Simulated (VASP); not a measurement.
CdS, 2 atoms in the cell. The structure is tetragonal, space group I4/mmm (No. 139). Conventional cell: a = 4.010 Å, b = 4.010 Å, c = 5.506 Å, α = 90.00°, β = 90.00°, γ = 90.00°. Cd (site symmetry 4/mmm) has 6 S at 2.75 to 2.84 Å within 3.6 Å. S (site symmetry 4/mmm) has 6 Cd at 2.75 to 2.84 Å within 3.6 Å.  This cell differs from its parent crystal: strain +0.030 along x and y, +0.000 along z.

| Property | Result |
| --- | --- |
| Program | VASP 6.6.1 |
| Task | single point |
| Functional | LDA |
| Potentials or basis | VASP PAW LDA potentials, release 64 (Cd, S) |
| Cutoff | 520 eV |
| k mesh | 16 × 16 × 16 |
| Occupations | gaussian, width 0.15 eV |
| Spin | no spin polarisation |
| Dipole correction | no |
| Further INCAR settings | ALGO = Normal; EDIFF = 1e-06; NBANDS = 16 |

Potentials or basis: VASP PAW LDA potentials, release 64 (Cd, S).

Launch:

```bash
$ cat potpaw_LDA.64/Cd/POTCAR potpaw_LDA.64/S/POTCAR > POTCAR
$ mpirun -np 1 vasp_std > vasp.out
```

Hardware: 1 thread of AMD EPYC 7R13 Processor (Zen 3), with other jobs on the host.

Task: How long does it take, and how much memory?

Result: Run time: 6.2 min on 1 thread of AMD EPYC 7R13 Processor (Zen 3), with other jobs on the host, peak memory 0.31 GiB. Counts: scf iterations 12, k points 349.
